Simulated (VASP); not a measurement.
# LiLa4Ga3O12 (a cell with a defect) in VASP: single point with PBEsol

Aim: the single point of LiLa4Ga3O12 (a cell with a defect) with PBEsol.

Program: VASP 6.6.1. These are calculated values, not measurements. Logs are shortened: lines on timing, memory, paths and dates and some standing lists are left out, and cuts for length are marked.

### 1 The cell of the first run

The cell holds a defect, 40 atoms: a = 7.729 Å, b = 7.729 Å, c = 7.729 Å, α = 90.00°, β = 90.00°, γ = 90.00°.

### 2 Single point, PBEsol, collinear spin

File INCAR:

```
PREC = Accurate ; ENCUT = 520
EDIFF = 1E-6 ; ISMEAR = -1
SIGMA = 0.05 ; LREAL = Auto
LASPH = T ; NELM = 150
ALGO = Normal ; ISIF = 2
LWAVE = F ; LCHARG = F
ISPIN = 2 ; MAGMOM = 0 0 0 0 0 0 0 0 0.167 0.167 0 0 0 0 0 0 0.167 0.167 0 0 0 0 0 0 0.167 0.167 0 0 0.167 0.167 0 0 0.167 0.167 0.167 0.167 0 0 0 0
LORBIT = 11 ; LMAXMIX = 6
GGA = PS ; ISYM = 0
NBANDS = 188
```

File KPOINTS:

```
Automatic mesh
0
Gamma
  1 1 1
  0.25 0.25 0.25
```

File POSCAR:

```
LiLa4Ga3O12
1.0
    7.7293080000      0.0000000000      0.0000000000
    0.0000000000      7.7293080000      0.0000000000
    0.0000000000      0.0000000000      7.7293080000
La Li Ga O
8 2 6 24
Direct
    0.0045820000      0.9951500000      0.9812930000
    0.0037450000      0.9910300000      0.4884390000
    0.0103020000      0.4741120000      0.9880590000
    0.0091080000      0.4812830000      0.4823450000
    0.4899810000      0.0182550000      0.0169450000
    0.4888060000      0.0254810000      0.5112310000
    0.4953550000      0.5085000000      0.0108150000
    0.4945180000      0.5044200000      0.5179490000
    0.2495590000      0.2497740000      0.2496320000
    0.2495270000      0.2497850000      0.7496230000
    0.2495680000      0.7497870000      0.2496500000
    0.2495440000      0.7497850000      0.7496460000
    0.7495610000      0.2497830000      0.2496420000
    0.7495530000      0.2497990000      0.7496490000
    0.7495520000      0.7497870000      0.2496370000
    0.7495420000      0.7497880000      0.7496400000
    0.2148490000      0.2236020000      0.0017550000
    0.2841610000      0.2760430000      0.4974940000
    0.2910420000      0.7740730000      0.9998000000
    0.2080490000      0.7254870000      0.4994920000
    0.7838250000      0.2192600000      0.9986600000
    0.7152800000      0.2803130000      0.5006290000
    0.7025600000      0.7827800000      0.9998150000
    0.7965640000      0.7168130000      0.4994640000
    0.9937560000      0.2176560000      0.2804110000
    0.9945920000      0.2845730000      0.7217570000
    0.9985240000      0.7985100000      0.2177390000
    0.9980640000      0.7187070000      0.7970070000
    0.5053630000      0.2818960000      0.2189090000
    0.5044980000      0.2150240000      0.7775560000
    0.5005910000      0.7010580000      0.2815060000
    0.5010230000      0.7808970000      0.7022810000
    0.2894780000      0.9932540000      0.2746830000
    0.2145060000      0.9944410000      0.7274110000
    0.2095970000      0.5063220000      0.2246260000
    0.2845740000      0.5051400000      0.7718590000
    0.7047520000      0.9979760000      0.2833930000
    0.7900610000      0.9977380000      0.7188800000
    0.7943620000      0.5015910000      0.2159070000
    0.7090290000      0.5018510000      0.7803830000
```

Potentials or basis: VASP PAW PBE potentials, release 64 (La, Li_sv, Ga_d, O).

Command:

```console
> cat potpaw_PBE.64/La/POTCAR potpaw_PBE.64/Li_sv/POTCAR potpaw_PBE.64/Ga_d/POTCAR potpaw_PBE.64/O/POTCAR > POTCAR
> mpirun -np 1 vasp_std > vasp.out
```

OUTCAR:

```text
PREC = Accurate
   ENCUT = 520
   EDIFF = 1E-6
   ISMEAR = -1
   LREAL = Auto
   LASPH = T
   NELM = 150
   ISIF = 2
   ISPIN = 2
   LORBIT = 11
   GGA = PS
   ISYM = 0

 ion  position               nearest neighbor table
   1  0.005  0.995  0.981-  27 2.38  17 2.41  21 2.44  34 2.55  28 2.57  38 2.62  19 2.80  12 3.22
                            16 3.27
   2  0.004  0.991  0.488-  25 2.38  38 2.43  34 2.46  27 2.57  20 2.59  24 2.66  33 2.76  37 2.80
                            11 3.24  15 3.28
   3  0.010  0.474  0.988-  28 2.40  35 2.40  39 2.44  17 2.50  26 2.53  21 2.64  36 2.71  10 3.13
                            14 3.23
   4  0.009  0.481  0.482-  26 2.40  20 2.44  24 2.46  35 2.53  25 2.57  39 2.65  18 2.66  22 2.76
                            13 3.23
   5  0.490  0.018  0.017-  30 2.40  19 2.44  23 2.46  33 2.53  29 2.57  37 2.65  17 2.66  21 2.76
                            13 3.23
   6  0.489  0.025  0.511-  32 2.40  33 2.40  37 2.44  18 2.50  30 2.53  22 2.64  34 2.71  10 3.13
                            14 3.23
   7  0.495  0.508  0.011-  29 2.38  40 2.43  36 2.46  31 2.57  19 2.59  23 2.66  35 2.76  39 2.80
                            11 3.24  15 3.28
   8  0.495  0.504  0.518-  31 2.38  18 2.41  22 2.44  36 2.55  32 2.57  40 2.62  20 2.80  12 3.22
                            16 3.27
   9  0.250  0.250  0.250-  18 1.95  17 1.95  29 2.01  25 2.01  33 2.02  35 2.02
  10  0.250  0.250  0.750-  18 1.98  17 1.98  34 2.00  36 2.00  26 2.00  30 2.00   6 3.13   3 3.13

  11  0.250  0.750  0.250-  33 1.92  35 1.92  19 1.97  20 1.97  31 1.99  27 1.99   2 3.24   7 3.24

  12  0.250  0.750  0.750-  36 1.92  34 1.92  19 1.97  20 1.97  28 1.99  32 1.99   1 3.22   8 3.22
[... 19 lines left out ...]
  27  0.999  0.799  0.218-  15 1.98  11 1.99   1 2.38   2 2.57
  28  0.998  0.719  0.797-  16 1.97  12 1.99   3 2.40   1 2.57
  29  0.505  0.282  0.219-  13 1.92   9 2.01   7 2.38   5 2.57
  30  0.504  0.215  0.778-  14 1.93  10 2.00   5 2.40   6 2.53
  31  0.501  0.701  0.282-  15 1.98  11 1.99   8 2.38   7 2.57
  32  0.501  0.781  0.702-  16 1.97  12 1.99   6 2.40   8 2.57
  33  0.289  0.993  0.275-  11 1.92   9 2.02   6 2.40   5 2.53   2 2.76
  34  0.215  0.994  0.727-  12 1.92  10 2.00   2 2.46   1 2.55   6 2.71
  35  0.210  0.506  0.225-  11 1.92   9 2.02   3 2.40   4 2.53   7 2.76
  36  0.285  0.505  0.772-  12 1.92  10 2.00   7 2.46   8 2.55   3 2.71
  37  0.705  0.998  0.283-  15 1.97  13 1.99   6 2.44   5 2.65   2 2.80
  38  0.790  0.998  0.719-  16 1.96  14 1.99   2 2.43   1 2.62
  39  0.794  0.502  0.216-  15 1.97  13 1.99   3 2.44   4 2.65   7 2.80
  40  0.709  0.502  0.780-  16 1.96  14 1.99   7 2.43   8 2.62

IMPORTANT INFORMATION: All symmetrisations will be switched off!
NOSYMM: (Re-)initialisation of all symmetry stuff for point group C_1.

----------------------------------------------------------------------------------------
[... 199 lines left out ...]
 cond. band min:       6.2649598646   @ k =   0.2500   0.2500   0.2500
 fundamental gap:      0.0193297939
 Fermi energy:         6.2501752729

 spin component 1

 k-point     1 :       0.2500    0.2500    0.2500
  band No.  band energies     occupation
      1     -35.1051      1.00000
      2     -35.0643      1.00000
      3     -23.5638      1.00000
      4     -23.5436      1.00000
      5     -23.4734      1.00000
      6     -23.4609      1.00000
[... 681 lines left out ...]
    169      11.3178      0.00000
    170      11.3421      0.00000
 Fermi energy:         6.2501752729

 spin component 2

 k-point     1 :       0.2500    0.2500    0.2500
  band No.  band energies     occupation
      1     -35.1060      1.00000
      2     -35.0653      1.00000
      3     -23.5608      1.00000
      4     -23.5406      1.00000
      5     -23.4725      1.00000
      6     -23.4595      1.00000
[... 681 lines left out ...]
    169      11.3213      0.00000
    170      11.3511      0.00000
 [bands above 170 left out]

------------------------ aborting loop because EDIFF is reached ----------------------------------------

  FORCE on cell =-STRESS in cart. coord.  units (eV):
  Direction    XX          YY          ZZ          XY          YZ          ZX
  --------------------------------------------------------------------------------------
  -------------------------------------------------------------------------------------
  Total        5.2197315      6.7208013      5.1582545      0.0853875     -2.5552543      0.4400499
  in kB       18.1107697     23.3189935     17.8974643      0.2962670     -8.8659007      1.5268301
  external PRESSURE =      19.7757425 kB  Pullay stress =       0.0000000 kB

 VOLUME and BASIS-vectors are now :
 -----------------------------------------------------------------------------
  energy-cutoff  :      520.00
  volume of cell :      461.77
      direct lattice vectors                 reciprocal lattice vectors
     7.729308000  0.000000000  0.000000000     0.129377688  0.000000000  0.000000000
     0.000000000  7.729308000  0.000000000     0.000000000  0.129377688  0.000000000
     0.000000000  0.000000000  7.729308000     0.000000000  0.000000000  0.129377688

 POSITION                                       TOTAL-FORCE (eV/Angst)
 -----------------------------------------------------------------------------------
      0.03542      7.69182      7.58472         0.015080      0.045982     -0.005776
      0.02895      7.65998      3.77530         0.022791     -0.017434     -0.014642
      0.07963      3.66456      7.63701        -0.002259     -0.054126      0.029211
      0.07040      3.71998      3.72819        -0.043338     -0.023151     -0.054113
      3.78721      0.14110      0.13097         0.046288      0.024990      0.054146
      3.77813      0.19695      3.95146         0.001662      0.056126     -0.029279
[... 32 lines left out ...]
      6.13987      3.87695      1.66881        -0.004843     -0.034618      0.038520
      5.48030      3.87896      6.03182        -0.040101     -0.038988      0.049680
 -----------------------------------------------------------------------------------
    total drift:                               -0.022497     -0.004398     -0.004173

  FREE ENERGIE OF THE ION-ELECTRON SYSTEM (eV)
  ---------------------------------------------------
  free  energy   TOTEN  =      -295.3088854802 eV

  energy  without entropy=     -295.1626085019  energy(sigma->0) =     -295.23574699

 total charge

# of ion       s       p       d       f       tot
--------------------------------------------------
    1        2.030   5.684   0.620   0.229   8.563
    2        2.028   5.682   0.604   0.223   8.537
    3        2.031   5.684   0.621   0.231   8.567
    4        2.029   5.685   0.606   0.225   8.545
    5        2.029   5.684   0.606   0.225   8.545
    6        2.031   5.684   0.621   0.231   8.567
[... 32 lines left out ...]
   39        1.557   3.458   0.000   0.000   5.015
   40        1.557   3.463   0.000   0.000   5.020
--------------------------------------------------
tot         61.834 132.920  66.739   1.817 263.310

 magnetization (x)

# of ion       s       p       d       f       tot
--------------------------------------------------
    1       -0.001   0.007  -0.009  -0.003  -0.006
    2       -0.001   0.008  -0.006  -0.002  -0.000
    3       -0.001   0.008  -0.009  -0.002  -0.004
    4       -0.001   0.007  -0.008  -0.002  -0.004
    5       -0.001   0.007  -0.008  -0.002  -0.004
    6       -0.001   0.008  -0.009  -0.002  -0.004
[... 32 lines left out ...]
   39        0.001   0.062   0.000   0.000   0.062
   40        0.001   0.065   0.000   0.000   0.066
--------------------------------------------------
tot          0.007   3.295  -0.001  -0.016   3.285
```

OSZICAR:

```text
N       E                     dE             d eps       ncg     rms          rms(c)
DAV:   1     0.566497576150E+04    0.56650E+04   -0.10787E+05  3112   0.287E+03
DAV:   2     0.218116051901E+04   -0.34838E+04   -0.32240E+04  3016   0.859E+02
DAV:   3     0.649970105885E+03   -0.15312E+04   -0.13515E+04  3440   0.367E+02
[... 20 lines left out ...]
DAV:  24    -0.295308857230E+03   -0.23154E-04   -0.17149E-04  5104   0.533E-02    0.290E-02
DAV:  25    -0.295308871927E+03   -0.14697E-04   -0.74999E-05  5896   0.306E-02    0.173E-02
DAV:  26    -0.295308879161E+03   -0.72344E-05   -0.26562E-05  4848   0.256E-02    0.104E-02
DAV:  27    -0.295308883643E+03   -0.44818E-05   -0.15825E-05  4512   0.186E-02    0.638E-03
DAV:  28    -0.295308885134E+03   -0.14907E-05   -0.76355E-06  3360   0.126E-02    0.349E-03
DAV:  29    -0.295308885480E+03   -0.34649E-06   -0.25523E-06  2496   0.100E-02
   1 F= -.29530889E+03 E0= -.29523575E+03  d E =-.146277E+00  mag=     3.8102
```

Wall time 36 min (1 thread of Intel Xeon Platinum 8488C (Sapphire Rapids), shared host); peak memory 0.96 GiB.

What came out:

- Free energy: -295.3089 eV
- Largest force: 0.154 eV/Å
- Net moment: 3.81 μB per cell
- Site moments: La -0.01, -0.00 (each value once); Li -0.00; Ga +0.00, -0.00 (each value once); O +0.43, +0.08, +0.06, +0.19, +0.18, +0.07 (each value once) μB
- Valence electrons inside the program's atomic spheres: La 8.56, 8.54, 8.57 (each value once); Li 2.11; Ga 11.81, 11.82, 11.72, 11.74 (each value once); O 4.92, 5.02, 5.03, 5.01, 4.98, 4.99 (each value once)

Forces in eV/Å, atoms in the order of the input:
```
La   0.015  0.046 -0.006
La   0.023 -0.017 -0.015
La  -0.002 -0.054  0.029
La  -0.043 -0.023 -0.054
La   0.046  0.025  0.054
La   0.002  0.056 -0.029
La  -0.022  0.018  0.016
La  -0.015 -0.046  0.007
Li  -0.001 -0.001 -0.001
Li   0.001 -0.001 -0.001
Ga  -0.004 -0.002 -0.002
Ga  -0.002 -0.001 -0.003
Ga  -0.004 -0.001 -0.002
Ga  -0.004 -0.002 -0.002
Ga  -0.002 -0.002 -0.002
Ga  -0.002 -0.001 -0.002
O    0.050 -0.024 -0.142
O   -0.045  0.024  0.146
O    0.010  0.006 -0.008
O   -0.011 -0.005  0.007
O    0.035 -0.026  0.072
O   -0.033  0.026 -0.070
O   -0.008  0.010  0.024
O    0.007 -0.009 -0.023
O    0.039 -0.010  0.058
O    0.011  0.007 -0.023
O   -0.034  0.060 -0.003
O    0.018 -0.015  0.034
O   -0.040  0.012 -0.056
O   -0.011 -0.008  0.021
O    0.036 -0.059  0.006
O   -0.015  0.016 -0.032
O   -0.055  0.083  0.013
O   -0.038 -0.010 -0.018
O    0.056 -0.080 -0.013
O    0.042  0.009  0.017
O    0.005  0.034 -0.036
O    0.040  0.040 -0.049
O   -0.005 -0.035  0.039
O   -0.040 -0.039  0.050
```

Levels at points of the mesh, in eV from the Fermi level:
Spin up:
| k point | band 157 | band 158 | band 159 | band 160 | band 161 | band 162 | band 163 | band 164 |
| --- | --- | --- | --- | --- | --- | --- | --- | --- |
| (0.25, 0.25, 0.25) | -0.30 | -0.27 | -0.20 | -0.14 | 4.83 | 4.90 | 4.98 | 4.99 |
Spin down:
```
           k point  band 154  band 155  band 156  band 157  band 158  band 159
(0.25, 0.25, 0.25)     -0.20     -0.16     -0.05      0.01      0.11      0.12
```

Caveat: the k points lie up to 0.41 Å⁻¹ apart; the cutoff is under 1.25 times the usual one of these potentials, so pressure, stress and relaxed cells hold a basis-set (Pulay) error; a moment this small can come from the mesh or the smearing; the PAW data sets were made with another functional, which shifts forces and pressure a little; spin-orbit coupling is left out, which moves the levels of the heavy elements.
